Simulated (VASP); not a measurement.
Input of a VASP 6.6.1 run:

Contents of INCAR:

```
SYSTEM = LiTlF3
  ALGO = Normal
  EDIFF = 1E-6
  EDIFFG = -0.04
  ENCUT = 600
  GGA = PE
  IBRION = 2
  ISIF = 3
  ISMEAR = 0
  LASPH = .True.
  LCHARG = .False.
  LREAL = .False.
  LWAVE = .False.
  NELM = 60
  NSW = 90
  PREC = Accurate
  SIGMA = 0.1
```

KPOINTS

```
k-points
0
Gamma
  4 4 4
  0 0 0
```

Contents of POSCAR:

```
LiTlF3
1.0
    4.0024683500      0.0000000000      0.0000000000
    0.0000000000      4.0024683500      0.0000000000
    0.0000000000      0.0000000000      4.0024683500
Li Tl F
1 1 3
Direct
    0.0000000000      0.0000000000      0.0000000000
    0.5000000000      0.5000000000      0.5000000000
    0.5000000000      0.0000000000      0.0000000000
    0.0000000000      0.5000000000      0.0000000000
    0.0000000000      0.0000000000      0.5000000000
```

Potentials or basis: VASP PAW PBE potentials, release 64 (Li_sv, Tl_d, F).

Command:

```bash
$ cat potpaw_PBE.64/Li_sv/POTCAR potpaw_PBE.64/Tl_d/POTCAR potpaw_PBE.64/F/POTCAR > POTCAR
$ mpirun -np 1 vasp_std > vasp.out
```

(1) What does it give for the relaxed volume?

(2) Predict the space group after relaxing (to 0.05 Å).

(3) What does it give for the relaxed cell?

## Answers

(1) 11.68 Å³/atom.

(2) Pm-3m (No. 221).

(3) a = 3.879 Å, b = 3.879 Å, c = 3.879 Å, α = 90.00°, β = 90.00°, γ = 90.00°.

Caveat: the k points lie up to 0.40 Å⁻¹ apart in the final cell; the cutoff is under 1.25 times the usual one of these potentials, so pressure, stress and relaxed cells hold a basis-set (Pulay) error; an odd number of electrons without spin polarisation forces a metal; a magnetic or distorted state may lie lower.
